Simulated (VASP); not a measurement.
# O (Fmmm) in VASP: a series of runs

The runs below take O through single point, with LDA.

Program: VASP 6.6.1. These are calculated values, not measurements. Logs are shortened: lines on timing, memory, paths and dates and some standing lists are left out, and cuts for length are marked.

## 1. The cell of the first run

It takes space group Fmmm (No. 69, orthorhombic). Conventional cell: a = 3.182 Å, b = 3.202 Å, c = 7.288 Å, α = 90.00°, β = 90.00°, γ = 90.00°. O (site symmetry mm2) has 1 O at 1.18 Å within 1.6 Å.

## 2. Single point, LDA

INCAR

```
SYSTEM = O
PREC = Accurate ; ENCUT = 520
EDIFF = 1E-7 ; ISMEAR = 0
SIGMA = 0.15 ; LREAL = .FALSE.
LASPH = .TRUE. ; NELM = 100
ALGO = Normal ; ISIF = 2
LWAVE = .FALSE. ; LCHARG = .FALSE.
NBANDS = 13
```

KPOINTS

```
Automatic mesh
0
G
  20 20 20
  0 0 0
```

POSCAR

```
O
1.0
    0.0000000000      1.6012453253      3.6440588067
    1.5909081209      0.0000000000      3.6440588067
    1.5909081209      1.6012453253      0.0000000000
O
2
Direct
    0.0808467867      0.0808467867      0.9191532133
    0.9191532133      0.9191532133      0.0808467867
```

Potentials or basis: VASP PAW LDA potentials, release 64 (O).

Command:

```console
cat potpaw_LDA.64/O/POTCAR > POTCAR
mpirun -np 1 vasp_std > vasp.out
```

OUTCAR:

```text
SYSTEM = O
   PREC = Accurate
   ENCUT = 520
   EDIFF = 1E-7
   ISMEAR = 0
   LREAL = .FALSE.
   LASPH = .TRUE.
   NELM = 100
   ISIF = 2

 ion  position               nearest neighbor table
   1  0.081  0.081  0.919-   2 1.18
   2  0.919  0.919  0.081-   1 1.18

  LATTYP: Found a face centered orthorhombic cell.
 ALAT       =     3.1818162418
 B/A-ratio  =     1.0064976753
 C/A-ratio  =     2.2905526465

  Lattice vectors:

 A1 = (   0.0000000000,   1.6012453253,   3.6440588067)
 A2 = (   1.5909081209,   0.0000000000,   3.6440588067)
 A3 = (   1.5909081209,   1.6012453253,   0.0000000000)

Analysis of symmetry for initial positions (statically):
=====================================================================
 Subroutine PRICEL returns:
 Original cell was already a primitive cell.

 Routine SETGRP: Setting up the symmetry group for a
 face centered orthorhombic supercell.

 Subroutine GETGRP returns: Found  8 space group operations
 (whereof  8 operations were pure point group operations)
 out of a pool of  8 trial point group operations.

The static configuration has the point symmetry D_2h.

Analysis of symmetry for dynamics (positions and initial velocities):
=====================================================================
 Subroutine PRICEL returns:
 Original cell was already a primitive cell.

 Routine SETGRP: Setting up the symmetry group for a
 face centered orthorhombic supercell.

 Subroutine GETGRP returns: Found  8 space group operations
 (whereof  8 operations were pure point group operations)
 out of a pool of  8 trial point group operations.

The dynamic configuration has the point symmetry D_2h.

 Subroutine INISYM returns: Found  8 space group operations
 (whereof  8 operations are pure point group operations),
 and found     1 'primitive' translations

----------------------------------------------------------------------------------------

                                     Primitive cell

  volume of cell :      18.5660

  direct lattice vectors                    reciprocal lattice vectors
     0.000000000  1.601245325  3.644058807    -0.314285906  0.312256962  0.137209641
     1.590908121  0.000000000  3.644058807     0.314285906 -0.312256962  0.137209641
     1.590908121  1.601245325  0.000000000     0.314285906  0.312256962 -0.137209641

  length of vectors
     3.980345610  3.976198340  2.257205184     0.463795781  0.463795781  0.463795781

  position of ions in fractional coordinates (direct lattice)
     0.080846787  0.080846787  0.919153213
     0.919153213  0.919153213  0.080846787

  ion indices of the primitive-cell ions
   primitive index   ion index
                 1           1
                 2           2

----------------------------------------------------------------------------------------

 KPOINTS: Automatic mesh

Automatic generation of k-mesh.
 Grid dimensions read from file:
 generate k-points for:   20   20   20

 Generating k-lattice:

  Cartesian coordinates                     Fractional coordinates (reciprocal lattice)
    -0.015714295  0.015612848  0.006860482     0.050000000  0.000000000  0.000000000
     0.015714295 -0.015612848  0.006860482    -0.000000000  0.050000000 -0.000000000
     0.015714295  0.015612848 -0.006860482     0.000000000  0.000000000  0.050000000

  Length of vectors
     0.023189789  0.023189789  0.023189789

  Shift w.r.t. Gamma in fractional coordinates (k-lattice)
     0.000000000  0.000000000  0.000000000

 Subroutine IBZKPT returns following result:
 ===========================================

 Found   1166 irreducible k-points:

 Following reciprocal coordinates:
            Coordinates               Weight
  0.000000  0.000000  0.000000      1.000000
  0.050000  0.000000 -0.000000      8.000000
  0.100000  0.000000 -0.000000      8.000000
  0.150000  0.000000  0.000000      8.000000
  0.200000  0.000000 -0.000000      8.000000
  0.250000  0.000000 -0.000000      8.000000
[... 16 lines left out ...]
 -0.400000  0.050000  0.000000      8.000000
 -0.350000  0.050000  0.000000      8.000000
 [... further k-points ...]
   k-points           NKPTS =   1166   k-points in BZ     NKDIM =   1166   number of bands    NBANDS=     13
   number of dos      NEDOS =    301   number of ions     NIONS =      2
   total plane-waves  NPLWV =  16200
   dimension x,y,z NGX =    30 NGY =   30 NGZ =   18
   dimension x,y,z NGXF=    60 NGYF=   60 NGZF=   36
   ions per type =               2
   NGX,Y,Z   is equivalent  to a cutoff of  12.53, 12.54, 13.26 a.u.
   NGXF,Y,Z  is equivalent  to a cutoff of  25.06, 25.09, 26.51 a.u.
 SYSTEM =  O
   PREC   = accura    normal or accurate (medium, high low for compatibility)
   ISTART =      0    job   : 0-new  1-cont  2-samecut
   ICHARG =      2    charge: 1-file 2-atom 10-const
   ISPIN  =      1    spin polarized calculation?
   LNONCOLLINEAR =      F non collinear calculations
   LSORBIT =      F    spin-orbit coupling
   LASPH  =      T    aspherical Exc in radial PAW
   ENCUT  =  520.0 eV  38.22 Ry    6.18 a.u.   7.40  7.39  4.20*2*pi/ulx,y,z
   NELM   =    100;   NELMIN=  2; NELMDL= -5     # of ELM steps
   EDIFF  = 0.1E-06   stopping-criterion for ELM
   LREAL  =      F    real-space projection
   EDIFFG = 0.1E-05   stopping-criterion for IOM
   NSW    =      0    number of steps for IOM
   IBRION =     -1    ionic relax: 0-MD 1-quasi-New 2-CG
   NFREE  =      0    steps in history (QN), initial steepest desc. (CG)
   ISIF   =      2    stress and relaxation
   ISYM   =      2    0-nonsym 1-usesym 2-fastsym
   POTIM  = 0.5000    time-step for ionic-motion
   TEBEG  =    0.0;   TEEND  =   0.0 temperature during run
   PSTRESS=    0.0 pullay stress
   NELECT =      12.0000    total number of electrons
   NUPDOWN=      -1.0000    fix difference up-down
   EMIN   =  10.00;   EMAX   =-10.00  energy-range for DOS
   EFERMI =   0.00;   METHOD = LEGACY
   ISMEAR =     0;   SIGMA  =   0.15  broadening in eV -4-tet -1-fermi 0-gaus
   EFERMI_NEDOS =   21; number of points for ismear=-14 and -15
   IALGO  =     38    algorithm
   IMIX   =      4    mixing-type and parameters
     AMIX     =   0.40;   BMIX     =  1.00
     AMIX_MAG =   1.60;   BMIX_MAG =  1.00
  volume/ion in A,a.u.               =       9.28        62.64
  Fermi-wavevector in a.u.,A,eV,Ry     =   1.415454  2.674820 27.259414  2.003510
  Thomas-Fermi vector in A             =   2.536891
   LORBIT       =      0    0 simple, 1 ext, 2 COOP (PROOUT), +10 PAW based schemes
   GGA     = CA    functional components
   LHFCALC =     F    Hartree Fock is set to
   AEXX    =    0.0000 exact exchange contribution
   IVDW    =     0    specifies the selected vdW correction
   LEPSILON=     F    determine dielectric tensor
   LRPA    =     F    only Hartree local field effects (RPA)
 non-spin polarized calculation
 Gauss-broadening in eV      SIGMA  =   0.15
  energy-cutoff  :      520.00
  volume of cell :       18.57
 maximum number of plane-waves:       511
 NGX is ok and might be reduce to    30
   NGX = 15   NGY = 15   NGZ =  9

 number of electron      12.0000002 magnetization

 Free energy of the ion-electron system (eV)
  ---------------------------------------------------
  ext. energy  EPLUGINS =         0.00000000
  ---------------------------------------------------
  free energy    TOTEN  =       -10.98128692 eV

  energy without entropy =      -10.97691175  energy(sigma->0) =      -10.97909933

 E-fermi :   1.8853     XC(G=0): -11.1509

 val. band max:        1.8642747554   @ k =   0.4000   0.1500   0.2500
 cond. band min:       1.9032512523   @ k =  -0.2000   0.0500   0.2500
 fundamental gap:      0.0389764969
 Fermi energy:         1.8852588885

 k-point     1 :       0.0000    0.0000    0.0000
  band No.  band energies     occupation
      1     -26.9738      2.00000
      2     -12.7667      2.00000
      3      -7.8437      2.00000
      4      -3.3921      2.00000
      5      -3.3715      2.00000
      6       3.6298      0.00000
      7       3.6476      0.00000
      8      12.9588      0.00000
      9      13.4516      0.00000
     10      14.5893      0.00000
     11      21.9191      0.00000
     12      22.3949      0.00000
     13      28.5580      0.00000

 k-point     2 :       0.0500    0.0000   -0.0000
  band No.  band energies     occupation
      1     -26.9496      2.00000
      2     -12.7460      2.00000
      3      -7.8158      2.00000
      4      -3.5147      2.00000
      5      -3.3689      2.00000
      6       3.5206      0.00000
      7       3.6514      0.00000
      8      12.9689      0.00000
      9      13.4830      0.00000
     10      14.6936      0.00000
     11      21.9955      0.00000
     12      22.4951      0.00000
     13      28.4036      0.00000

 k-point     3 :       0.1000    0.0000   -0.0000
  band No.  band energies     occupation
      1     -26.8782      2.00000
      2     -12.6842      2.00000
      3      -7.7387      2.00000
      4      -3.8816      2.00000
      5      -3.3337      2.00000
      6       3.1862      0.00000
      7       3.6863      0.00000
      8      12.8856      0.00000
      9      13.7151      0.00000
     10      14.9659      0.00000
     11      22.1995      0.00000
     12      22.7746      0.00000
     13      27.9774      0.00000
[... 305 lines left out ...]
 k-point    23 :      -0.4000    0.0500    0.0000
  band No.  band energies     occupation
      1     -25.8877      2.00000
      2     -11.6519      2.00000
      3      -8.7208      2.00000
      4      -5.6765      2.00000
      5      -2.8690      2.00000
      6      -0.5773      2.00000
      7       4.1328      0.00000
      8      12.2120      0.00000
      9      16.7052      0.00000
     10      18.8856      0.00000
     11      20.2432      0.00000
     12      21.8640      0.00000
     13      28.7902      0.00000

 k-point    24 :      -0.3500    0.0500    0.0000
  band No.  band energies     occupation
      1     -25.9778      2.00000
      2     -11.7266      2.00000
      3      -8.5012      2.00000
      4      -5.7448      2.00000
      5      -2.9064      2.00000
      6      -0.3066      2.00000
      7       4.0919      0.00000
      8      12.3668      0.00000
      9      16.1489      0.00000
     10      18.8349      0.00000
     11      20.1676      0.00000
     12      22.7211      0.00000
     13      27.8859      0.00000

 [... further k-points ...]
[... 5 lines left out ...]
  --------------------------------------------------------------------------------------
  -------------------------------------------------------------------------------------
  Total        0.3341858      0.3244698      4.0751202      0.0000000      0.0000000      0.0000000
  in kB       28.8389981     28.0005448    351.6678420      0.0000000      0.0000000      0.0000000
  external PRESSURE =     136.1691283 kB  Pullay stress =       0.0000000 kB

 VOLUME and BASIS-vectors are now :
 -----------------------------------------------------------------------------
  energy-cutoff  :      520.00
  volume of cell :       18.57
      direct lattice vectors                 reciprocal lattice vectors
     0.000000000  1.601245325  3.644058807    -0.314285906  0.312256962  0.137209641
     1.590908121  0.000000000  3.644058807     0.314285906 -0.312256962  0.137209641
     1.590908121  1.601245325  0.000000000     0.314285906  0.312256962 -0.137209641

 POSITION                                       TOTAL-FORCE (eV/Angst)
 -----------------------------------------------------------------------------------
      1.59091      1.60125      0.58922         0.000000      0.000000      3.449613
      1.59091      1.60125      6.69890         0.000000      0.000000     -3.449613
 -----------------------------------------------------------------------------------
    total drift:                                0.000000     -0.000000      0.000000

  FREE ENERGIE OF THE ION-ELECTRON SYSTEM (eV)
  ---------------------------------------------------
  free  energy   TOTEN  =       -10.9812869242 eV

  energy  without entropy=      -10.9769117451  energy(sigma->0) =      -10.97909933
```

Run time: 2.2 min. Hardware: 1 thread of Intel Xeon 6975P-C (Granite Rapids), shared host; peak memory 0.3 GiB.

Results:

```
Free energy            : -10.9813 eV
Pressure               : 13.6 GPa
Largest force          : 3.450 eV/Å
Band gap on the k mesh : zero (band 6 reaches 3.81 eV, above the bottom of band 7 at 0.51 eV)
```

Forces on the atoms (eV/Å):
```
O    0.000  0.000  3.450
O    0.000  0.000 -3.450
```

Caveat: the standard files for N, O and F lose accuracy on very short bonds; spin is off for a triplet molecule; forces of over 1 eV/Å act on the atoms, so gaps and moduli don't describe the material at rest.

## 3. Single point, LDA

INCAR

```
SYSTEM = O
PREC = Accurate ; ENCUT = 520
EDIFF = 1E-6 ; ISMEAR = 0
SIGMA = 0.15 ; LREAL = .False.
LASPH = .True. ; NELM = 60
ALGO = Normal ; ISIF = 2
LWAVE = .False. ; LCHARG = .True.
LELF = .True. ; LVHAR = .True.
NBANDS = 13
```

KPOINTS

```
regular mesh
0
Gamma
  20 20 20
  0 0 0
```

POSCAR

```
O
1.0
    0.0000000000      1.6012453253      3.6440588067
    1.5909081209      0.0000000000      3.6440588067
    1.5909081209      1.6012453253      0.0000000000
O
2
Direct
    0.0905247489      0.0905247489      0.9094752511
    0.9094752511      0.9094752511      0.0905247489
```

Potentials or basis: VASP PAW LDA potentials, release 64 (O).

Command:

```console
cat potpaw_LDA.64/O/POTCAR > POTCAR
mpirun -np 1 vasp_std > vasp.out
```

OUTCAR:

```text
SYSTEM = O
   PREC = Accurate
   ENCUT = 520
   EDIFF = 1E-6
   ISMEAR = 0
   LREAL = .False.
   LASPH = .True.
   NELM = 60
   ISIF = 2

 ion  position               nearest neighbor table
   1  0.091  0.091  0.909-   2 1.32
   2  0.909  0.909  0.091-   1 1.32

  LATTYP: Found a face centered orthorhombic cell.
 ALAT       =     3.1818162418
 B/A-ratio  =     1.0064976753
 C/A-ratio  =     2.2905526465

  Lattice vectors:

 A1 = (   0.0000000000,   1.6012453253,   3.6440588067)
 A2 = (   1.5909081209,   0.0000000000,   3.6440588067)
 A3 = (   1.5909081209,   1.6012453253,   0.0000000000)

Analysis of symmetry for initial positions (statically):
=====================================================================
 Subroutine PRICEL returns:
 Original cell was already a primitive cell.

 Routine SETGRP: Setting up the symmetry group for a
 face centered orthorhombic supercell.

 Subroutine GETGRP returns: Found  8 space group operations
 (whereof  8 operations were pure point group operations)
 out of a pool of  8 trial point group operations.

The static configuration has the point symmetry D_2h.

[... 165 lines left out ...]
 fundamental gap:      0.0161821239
 Fermi energy:         1.0445824888

 k-point     1 :       0.0000    0.0000    0.0000
  band No.  band energies     occupation
      1     -24.0906      2.00000
      2     -13.6199      2.00000
      3      -7.4698      2.00000
      4      -1.7811      2.00000
      5      -1.7602      2.00000
      6       2.7687      0.00000
      7       2.7877      0.00000
      8       8.9877      0.00000
      9      13.2363      0.00000
     10      16.1398      0.00000
     11      21.4914      0.00000
     12      23.2050      0.00000
     13      27.8817      0.00000
[... 354 lines left out ...]
  band No.  band energies     occupation
      1     -22.8460      2.00000
      2     -12.6570      2.00000
      3      -7.2168      2.00000
      4      -5.3306      2.00000
      5      -1.2936      2.00000
      6      -1.1263      2.00000
      7       3.2605      0.00000
      8       8.4376      0.00000
      9      16.4026      0.00000
     10      19.1536      0.00000
     11      20.0047      0.00000
     12      22.9594      0.00000
     13      27.8133      0.00000

 [... further k-points ...]
[... 5 lines left out ...]
  --------------------------------------------------------------------------------------
  -------------------------------------------------------------------------------------
  Total        0.5453429      0.5376090     -7.1032993     -0.0000000      0.0000000      0.0000000
  in kB       47.0610847     46.3936776   -612.9885363     -0.0000000      0.0000000      0.0000000
  external PRESSURE =    -173.1779247 kB  Pullay stress =       0.0000000 kB

 VOLUME and BASIS-vectors are now :
 -----------------------------------------------------------------------------
  energy-cutoff  :      520.00
  volume of cell :       18.57
      direct lattice vectors                 reciprocal lattice vectors
     0.000000000  1.601245325  3.644058807    -0.314285906  0.312256962  0.137209641
     1.590908121  0.000000000  3.644058807     0.314285906 -0.312256962  0.137209641
     1.590908121  1.601245325  0.000000000     0.314285906  0.312256962 -0.137209641

 POSITION                                       TOTAL-FORCE (eV/Angst)
 -----------------------------------------------------------------------------------
      1.59091      1.60125      0.65976         0.000000      0.000000     -5.518521
      1.59091      1.60125      6.62836         0.000000      0.000000      5.518521
 -----------------------------------------------------------------------------------
    total drift:                                0.000000     -0.000000      0.000000

  FREE ENERGIE OF THE ION-ELECTRON SYSTEM (eV)
  ---------------------------------------------------
  free  energy   TOTEN  =       -10.7207055262 eV

  energy  without entropy=      -10.7159182568  energy(sigma->0) =      -10.71831189
```

OSZICAR:

```text
N       E                     dE             d eps       ncg     rms          rms(c)
DAV:   1     0.336070995659E+02    0.33607E+02   -0.67379E+03 31011   0.883E+02
DAV:   2    -0.987875982259E+01   -0.43486E+02   -0.41341E+02 38502   0.185E+02
DAV:   3    -0.109958021672E+02   -0.11170E+01   -0.11103E+01 35006   0.263E+01
DAV:   4    -0.109984308100E+02   -0.26286E-02   -0.26286E-02 34956   0.155E+00
DAV:   5    -0.109984384260E+02   -0.76160E-05   -0.76161E-05 35671   0.756E-02    0.424E+00
DAV:   6    -0.107746812100E+02    0.22376E+00   -0.23132E-01 32901   0.407E+00    0.223E+00
DAV:   7    -0.107211132324E+02    0.53568E-01   -0.17063E-01 34421   0.352E+00    0.446E-01
DAV:   8    -0.107207949449E+02    0.31829E-03   -0.15474E-02 32466   0.997E-01    0.502E-02
DAV:   9    -0.107207078312E+02    0.87114E-04   -0.53688E-04 33941   0.192E-01    0.258E-02
DAV:  10    -0.107207062825E+02    0.15487E-05   -0.15249E-05 36736   0.388E-02    0.639E-03
DAV:  11    -0.107207055262E+02    0.75635E-06   -0.38516E-06 32826   0.161E-02
   1 F= -.10720706E+02 E0= -.10718312E+02  d E =-.478727E-02
```

It took 2 min on 1 thread of Intel Xeon 6975P-C (Granite Rapids), shared host; peak memory 0.3 GiB.

Results:

```
Free energy            : -10.7207 eV
Pressure               : -17.3 GPa
Largest force          : 5.519 eV/Å
Band gap on the k mesh : zero (band 6 reaches 3.01 eV, above the bottom of band 7 at -0.35 eV)
```

Forces on the atoms (eV/Å):
```
O    0.000  0.000 -5.519
O    0.000  0.000  5.519
```

Stress tensor (GPa, compression positive):
```
  4.71   0.00   0.00
  0.00   4.64   0.00
  0.00   0.00 -61.30
```

Caveat: spin is off for a triplet molecule; forces of over 1 eV/Å act on the atoms, so gaps and moduli don't describe the material at rest.

(Part 1 of 2 ends here.)
